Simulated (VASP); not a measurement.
Write the native input for VASP 6.6.1 that does the following.

| Quantity | Value |
| --- | --- |
| Task | G0W0 quasiparticle levels |
| Functional | PBE |
| Potentials or basis | VASP PAW PBE potentials, release 64 (Ga_d_GW, N_GW) |
| Cutoff | 500 eV |
| k mesh | 4 × 4 × 4 |
| Occupations | gaussian, width 0.01 eV |
| Spin | no spin polarisation |
| Dipole correction | no |
| GW scheme | G0W0 |
| GW iterations | 1 |
| Cutoff of the response function | 80 |
| Frequency points | 48 |
| Empty bands | 60 |
| Further INCAR settings | ALGO = EVGW0; EDIFF = 1e-08; NBANDS = 69 |

Crystal: GaN.

```
Ga N
1.0
     0.00000    2.10852    2.10852
     2.10852    0.00000    2.10852
     2.10852    2.10852    0.00000
Ga N
1 1
Cartesian
  2.1085 2.1085 2.1085
  0.0000 0.0000 0.0000
```

These files were run (other wordings do the same):

POSCAR

```
GaN
1.0
    0.0000000000      2.1085153689      2.1085153689
    2.1085153689      0.0000000000      2.1085153689
    2.1085153689      2.1085153689      0.0000000000
Ga N
1 1
Direct
    0.5000000000      0.5000000000      0.5000000000
    0.0000000000      0.0000000000      0.0000000000
```

INCAR.step1

```
PREC = Accurate
ENCUT = 500
EDIFF = 1E-8
ISMEAR = 0
SIGMA = 0.01
LREAL = False
LASPH = True
NELM = 60
ALGO = Normal
LWAVE = True
LCHARG = False
GGA = PE
```

INCAR.step2

```
PREC = Accurate
ENCUT = 500
EDIFF = 1E-8
ISMEAR = 0
SIGMA = 0.01
LREAL = False
LASPH = True
NELM = 1
ALGO = Exact
LWAVE = True
LCHARG = False
GGA = PE
NBANDS = 69
LOPTICS = True
ISTART = 1
```

INCAR.step3

```
PREC = Accurate
ENCUT = 500
EDIFF = 1E-8
ISMEAR = 0
SIGMA = 0.01
LREAL = False
LASPH = True
ALGO = EVGW0
LWAVE = False
LCHARG = False
GGA = PE
NELMGW = 1
NBANDS = 69
ENCUTGW = 80.0
NOMEGA = 48
PRECFOCK = Fast
ISTART = 1
NBANDSGW = 17
```

KPOINTS

```
regular mesh
0
Gamma
  4 4 4
```

Potentials or basis: VASP PAW PBE potentials, release 64 (Ga_d_GW, N_GW).

Launch:

```sh
$ cat potpaw_PBE.64/Ga_d_GW/POTCAR potpaw_PBE.64/N_GW/POTCAR > POTCAR
$ cp INCAR.step1 INCAR
$ mpirun -np 1 vasp_std > vasp.out
$ cp INCAR.step2 INCAR
$ mpirun -np 1 vasp_std > vasp.out
$ cp INCAR.step3 INCAR
$ mpirun -np 1 vasp_std > vasp.out
```

It gave:

| Property | Result |
| --- | --- |
| Band gap on the k mesh, mean-field level | 0.72 eV, indirect (least direct gap 2.80 eV) |
| Quasiparticle gap | 1.53 eV |
| Least direct quasiparticle gap | 3.64 eV |

Caveat: the k points lie up to 0.65 Å⁻¹ apart; bands, screening cutoff and mesh are small and nothing is extrapolated, so the quasiparticle values aren't converged.

It took 35 s on 1 thread of Intel Xeon 6975P-C, with other jobs on the host, peak memory 0.18 GiB.
